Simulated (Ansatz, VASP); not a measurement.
# Two plane-wave programs on F

```
F
1.0
     2.90383   -1.73791    0.30645
     2.90383    1.73791    0.30645
    -0.81849    0.00000    6.54540
F
4
Cartesian
  4.2772 -0.5706 1.0743
  1.1213 -0.5706 2.8113
  0.7120 0.5706 6.0840
  3.8679 0.5706 4.3470
```

Change from the starting cell: volume 16.734 Å^3 an atom, stretch along a over the lengths across it, relative to the relaxed cell 1.0620.

Alike in both runs: task single point; functional PBE; dispersion D3(BJ); k mesh 8 × 8 × 4; occupations gaussian, width 0.05 eV; no spin polarisation.

|  | VASP | Ansatz |
| --- | --- | --- |
| version | VASP 6.6.1 | Ansatz 0.2.0 |
| potentials or method | VASP PAW PBE potentials, release 64 (F), cutoff 520 eV | scalar-relativistic, plane waves, PAW |
| valence electrons in the cell | 28 | 28 |

|  | VASP | Ansatz | Ansatz less VASP |
| --- | --- | --- | --- |
| gap on the k mesh at the Fermi level (eV) | 3.45 | 3.53 | +0.082 |
| least direct gap on the mesh (eV) | 3.45 | 3.53 | +0.082 |
| pressure (GPa) | 4.4 | 3.9 | -0.46 |
| traceless stress, the component that is largest in VASP (GPa) | 6.73 | 5.33 | -1.397 |
| rms of the force components (eV/Å) | 1.208 | 0.947 | -0.2611 |

Atom by atom the forces differ by 0.261 eV/Å (rms over components).
